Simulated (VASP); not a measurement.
Wanted: the native input for a VASP 6.6.1 run.

```
Task                   : single point
Functional             : PBE
Potentials or basis    : VASP PAW PBE potentials, release 64 (Hg_sv_GW, Pt_sv_GW)
Cutoff                 : 570 eV
k mesh                 : 6 × 6 × 6
Occupations            : fermi-dirac, width 0.05 eV
Spin                   : no spin polarisation
Dipole correction      : no
Further INCAR settings : ALGO = Normal; EDIFF = 1e-06; NBANDS = 47
```

The structure of Hg3Pt lies in POSCAR:

```
Hg3Pt
1.0
    4.4294234350      0.0000000000      0.0000000000
    0.0000000000      4.4294234350      0.0000000000
    0.0000000000      0.0000000000      4.4294234350
Hg Pt
3 1
Direct
    0.5000000000      0.5000000000      0.0000000000
    0.5000000000      0.0000000000      0.5000000000
    0.0000000000      0.5000000000      0.5000000000
    0.0000000000      0.0000000000      0.0000000000
```

The input as run:

INCAR

```
SYSTEM = Hg3Pt
  PREC = Accurate
  ENCUT = 570
  EDIFF = 1E-6
  ISMEAR = -1
  SIGMA = 0.05
  LREAL = .False.
  LASPH = .True.
  NELM = 120
  ALGO = Normal
  ISIF = 2
  LWAVE = .False.
  LCHARG = .False.
  GGA = PE
  NBANDS = 47
  GGA_COMPAT = .False.
```

KPOINTS

```
Automatic mesh
0
Gamma
  6 6 6
  0 0 0
```

Potentials or basis: VASP PAW PBE potentials, release 64 (Hg_sv_GW, Pt_sv_GW).

Launch:

```console
$ cat potpaw_PBE.64/Hg_sv_GW/POTCAR potpaw_PBE.64/Pt_sv_GW/POTCAR > POTCAR
$ mpirun -np 1 vasp_std > vasp.out
```

It gave:

```json
{
 "Pressure": "-5.5 GPa",
 "Band gap on the k mesh": "zero (bands 39 and 40 overlap by 2.21 eV)"
}
```

Caveat: the cell stands under tension; spin-orbit coupling is left out, which moves the levels of the heavy elements.

It took 46 s on 1 thread of Intel(R) Xeon(R) Platinum 8559C (Emerald Rapids), on a shared host, peak memory 0.26 GiB.
